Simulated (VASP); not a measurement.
Wanted: the native input for a VASP 6.6.1 run.

```
Task                   : relaxation of cell and atoms
Functional             : r2SCAN
Potentials or basis    : VASP PAW PBE potentials, release 64 (Bi_d)
Cutoff                 : 550 eV
k mesh                 : 12 × 12 × 12
Occupations            : gaussian, width 0.1 eV
Spin                   : no spin polarisation
Dipole correction      : no
Further INCAR settings : ALGO = Normal; EDIFF = 1e-07; IBRION = 2; EDIFFG = -0.01; NSW = 100; ISIF = 3
```

Crystal: Bi.

```
Bi
1.0
     3.30018    0.00000    0.00000
     0.00000    3.30018    0.00000
     0.00000    0.00000    3.30018
Bi
1
Direct
  0.00000 0.00000 0.00000
```

These files were run (other wordings do the same):

POSCAR

```
Bi
1.0
    3.3001773526      0.0000000000      0.0000000000
    0.0000000000      3.3001773526      0.0000000000
    0.0000000000      0.0000000000      3.3001773526
Bi
1
Direct
    0.0000000000      0.0000000000      0.0000000000
```

INCAR.step1

```
PREC = Accurate
ENCUT = 550
ISMEAR = 0
SIGMA = 0.1
LREAL = False
LASPH = True
NELM = 120
GGA = PE
ALGO = Normal
EDIFF = 1E-5
LWAVE = True
LCHARG = False
GGA_COMPAT = False
IBRION = 2
ISIF = 3
EDIFFG = -0.005
NELMIN = 4
NSW = 100
```

INCAR.step2

```
PREC = Accurate
ENCUT = 550
EDIFF = 1E-7
ISMEAR = 0
SIGMA = 0.1
LREAL = False
LASPH = True
NELM = 120
ALGO = Normal
ISIF = 3
LWAVE = False
LCHARG = False
METAGGA = R2SCAN
LMIXTAU = True
IBRION = 2
NSW = 100
EDIFFG = -0.01
ISTART = 1
GGA_COMPAT = False
NELMIN = 4
```

KPOINTS

```
regular mesh
0
Gamma
  12 12 12
```

Potentials or basis: VASP PAW PBE potentials, release 64 (Bi_d).

Launch:

```sh
$ cat potpaw_PBE.64/Bi_d/POTCAR > POTCAR
$ cp INCAR.step1 INCAR
$ mpirun -np 1 vasp_std > vasp.out
$ cp INCAR.step2 INCAR
$ mpirun -np 1 vasp_std > vasp.out
```

It gave:

```json
{
  "Relaxed volume": "34.49 Å³/atom",
  "Relaxed cell": "a = 3.255 Å, b = 3.255 Å, c = 3.255 Å, α = 90.00°, β = 90.00°, γ = 90.00°",
  "Space group after relaxing (to 0.05 Å)": "Pm-3m (No. 221)",
  "Energy gained by relaxing": "9.2 meV/atom",
  "Ionic steps": "3",
  "Pressure after relaxing": "0.0 GPa"
}
```

Caveat: the PAW data sets were made with another functional, which shifts forces and pressure a little.

Run time: 5.7 min on 1 thread of Intel(R) Xeon(R) 6975P-C (Granite Rapids), with other jobs on the host, peak memory 0.19 GiB.
